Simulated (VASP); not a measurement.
Here is a VASP 6.6.1 calculation.

The input INCAR:

```
ALGO = Normal ; EDIFF = 1E-6
ENCUT = 500 ; GGA = PE
GGA_COMPAT = False ; ISIF = 2
ISMEAR = 0 ; ISYM = 0
LASPH = True ; LCHARG = False
LREAL = False ; LWAVE = False
NBANDS = 17 ; NELM = 120
PREC = Accurate ; SIGMA = 0.1
```

File KPOINTS:

```
k-points
0
Gamma
  9 9 17
```

The input POSCAR:

```
Pt
1.0
    3.8679403904      0.0000000000      0.0000000000
    0.0000000000      3.8679403904      0.0000000000
   -1.9339701952      0.0000000000      2.0482780791
Pt
2
Direct
    0.0000000000      0.0000000000      0.0000000000
    0.5000000000      0.5000000000      0.0000000000
```

Potentials or basis: VASP PAW PBE potentials, release 64 (Pt).

The run is started by

```console
$ cat potpaw_PBE.64/Pt/POTCAR > POTCAR
$ mpirun -np 1 vasp_std > vasp.out
```

**Question.** Predict the pressure.

**Answer.** 5.4 GPa.

**Question.** Predict the band gap on the k mesh.

**Answer.** Zero (bands 10 and 11 overlap by 1.93 eV).

Stress tensor (GPa, compression positive):
```
7.86 0.00 0.04
0.00 7.77 0.00
0.04 0.00 0.53
```

Caveat: the stress differs along the axes, from 1 to 8 GPa; spin-orbit coupling is left out, which moves the levels of the heavy elements.
